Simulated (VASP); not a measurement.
The system is AgCl.

```
CELL_PARAMETERS angstrom
0.00000 2.66226 2.66226
2.66226 0.00000 2.66226
2.66226 2.66226 0.00000
ATOMIC_POSITIONS crystal
Ag 0.00000 0.00000 0.00000
Cl 0.50000 0.50000 0.50000
```

This cell differs from its parent crystal: strain -4.0%.

Base run:

* Program: VASP 6.6.1
* Functional: r2SCAN
* Potentials or basis: VASP PAW PBE potentials, release 64 (Ag, Cl)
* Cutoff: 520 eV
* k mesh: 8 × 8 × 8
* Occupations: gaussian, width 0.01 eV
* Spin: no spin polarisation

Its results: band gap on the k mesh 1.46 eV (least direct gap 4.20 eV); pressure 8.4 GPa.

Q: The run is repeated on the same cell with these changes: functional from r2SCAN to PBE; occupations from gaussian, width 0.01 eV to fermi-dirac, width 0.02 eV. What comes out?

A: Band gap on the k mesh 0.91 eV (least direct gap 3.64 eV); pressure 9.8 GPa.

Caveats: the cell stands under pressure; the PAW data sets were made with another functional, which shifts forces and pressure a little (at least some runs).

A k mesh can miss the band edges.
